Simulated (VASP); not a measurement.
A run of VASP 6.6.1 is set up as follows.

File INCAR:

```
SYSTEM = Na5ZrO2
  PREC = Accurate
  ENCUT = 600
  EDIFF = 1E-6
  ISMEAR = 0
  SIGMA = 0.2
  LREAL = .FALSE.
  LASPH = .TRUE.
  NELM = 60
  ALGO = Normal
  ISIF = 3
  LWAVE = .FALSE.
  LCHARG = .FALSE.
  GGA = PE
  IBRION = 2
  NSW = 36
  EDIFFG = -0.08
```

KPOINTS

```
regular mesh
0
G
  5 5 2
  0 0 0
```

File POSCAR:

```
Na5ZrO2
1.0
    3.4000000000      0.0000000000      0.0000000000
   -1.7000000000      2.9444863700      0.0000000000
    0.0000000000      0.0000000000     14.0000000000
Na Zr O
5 1 2
Direct
    0.6666666700      0.3333333300      0.2200000000
    0.3333333300      0.6666666700      0.3600000000
    0.0000000000      0.0000000000      0.5000000000
    0.6666666700      0.3333333300      0.6400000000
    0.3333333300      0.6666666700      0.7800000000
    0.0000000000      0.0000000000      0.0000000000
    0.6666666700      0.3333333300      0.9200000000
    0.3333333300      0.6666666700      0.0800000000
```

Potentials or basis: VASP PAW PBE potentials, release 64 (Na_pv, Zr_sv, O).

Command:

```sh
$ cat potpaw_PBE.64/Na_pv/POTCAR potpaw_PBE.64/Zr_sv/POTCAR potpaw_PBE.64/O/POTCAR > POTCAR
$ mpirun -np 1 vasp_std > vasp.out
```

Q: What does it give for the relaxed cell?

A: a = 3.438 Å, b = 3.438 Å, c = 17.855 Å, α = 90.00°, β = 90.00°, γ = 120.00°.

Q: Estimate the relaxed volume.

A: 22.84 Å³/atom.

Q: Estimate the space group after relaxing (to 0.05 Å).

A: P-3m1 (No. 164).

Final structure:
```cif
data_structure
_symmetry_space_group_name_H-M 'P 1'
_symmetry_Int_Tables_number 1
_cell_length_a 3.4379
_cell_length_b 3.4379
_cell_length_c 17.8546
_cell_angle_alpha 90.000
_cell_angle_beta 90.000
_cell_angle_gamma 120.000
_cell_volume 182.75
loop_
_atom_site_label
_atom_site_type_symbol
_atom_site_fract_x
_atom_site_fract_y
_atom_site_fract_z
_atom_site_occupancy
Na1 Na 0.66667 0.33333 0.17035 1
Na2 Na 0.33333 0.66667 0.33441 1
Na3 Na 0.00000 0.00000 0.50000 1
Na4 Na 0.66667 0.33333 0.66559 1
Na5 Na 0.33333 0.66667 0.82965 1
Zr1 Zr 0.00000 0.00000 0.00000 1
O1 O 0.66667 0.33333 0.94826 1
O2 O 0.33333 0.66667 0.05174 1
```

Caveat: the k points lie up to 0.42 Å⁻¹ apart in the final cell; the volume moved by over 15 % at a fixed basis, so the end points are rough; an odd number of electrons without spin polarisation forces a metal; a magnetic or distorted state may lie lower.
